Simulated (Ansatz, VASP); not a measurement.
TaN: VASP beside Ansatz

The input INCAR:

```
SYSTEM = TaN
PREC = Accurate
ENCUT = 600
EDIFF = 1E-7
ISMEAR = 0
SIGMA = 0.1
LREAL = .FALSE.
LASPH = .TRUE.
NELM = 120
ALGO = Normal
ISIF = 3
LWAVE = .FALSE.
LCHARG = .FALSE.
GGA = PE
IBRION = 2
NSW = 90
EDIFFG = -0.04
GGA_COMPAT = .FALSE.
NELMIN = 4
```

File KPOINTS:

```
Automatic mesh
0
G
  6 6 6
  0 0 0
```

File POSCAR:

```
TaN
1.0
    0.0000000000      2.1789999000      2.1789999000
    2.1789999000      0.0000000000      2.1789999000
    2.1789999000      2.1789999000      0.0000000000
Ta N
1 1
Direct
    0.5000000000      0.5000000000      0.5000000000
    0.0000000000      0.0000000000      0.0000000000
```

Input for Ansatz:

```yaml
crystal:
  lattice:
    - [0.0, 2.1789999, 2.1789999]
    - [2.1789999, 0.0, 2.1789999]
    - [2.1789999, 2.1789999, 0.0]
  atoms:
    - { symbol: Ta, position: [0.5, 0.5, 0.5] }
    - { symbol: "N", position: [0.0, 0.0, 0.0] }
basis:
  ecutwfc: 420
kpoints:
  mp_grid: { grid: [6, 6, 6] }
hamiltonian:
  xc: pbe
scf:
  occupations: { method: gaussian, width: 0.1 }
  lower_state_search: "off"
output:
  forces: true
  stress: true
  eigenvalues: true
relax:
  adjacent_minimum: "off"
  f_tol: 0.04
  max_steps: 70
  cell: { stress_tol: 0.4 }
```

Alike in both runs: task relaxation of cell and atoms; functional PBE; k mesh 6 × 6 × 6; occupations gaussian, width 0.1 eV; no spin polarisation.

|  | VASP | Ansatz |
| --- | --- | --- |
| version | VASP 6.6.1 | Ansatz 0.2.0 |
| potentials or method | VASP PAW PBE potentials, release 64 (Ta_pv, N), cutoff 600 eV | scalar-relativistic, plane waves, PAW |
| valence electrons in the cell | 16 | 18 |

|  | VASP | Ansatz | Ansatz less VASP |
| --- | --- | --- | --- |
| gap on the k mesh at the Fermi level, each at its own relaxed structure (eV) | none | none | - |
| relaxed volume (Å³/atom) | 10.83 | 10.79 | -0.038 |
| relaxed cell length with the largest relative difference (Å) | 3.129 | 3.125 | -0.0036 |

A gap of «none» marks a metal or a gap that the smearing closes. VASP's potentials hold 16 valence electrons a cell and Ansatz's 18, so a difference there can come from the potentials and not from the codes.

The k mesh is coarse, so the values compare programs but aren't converged. Neither program's run includes spin-orbit coupling.
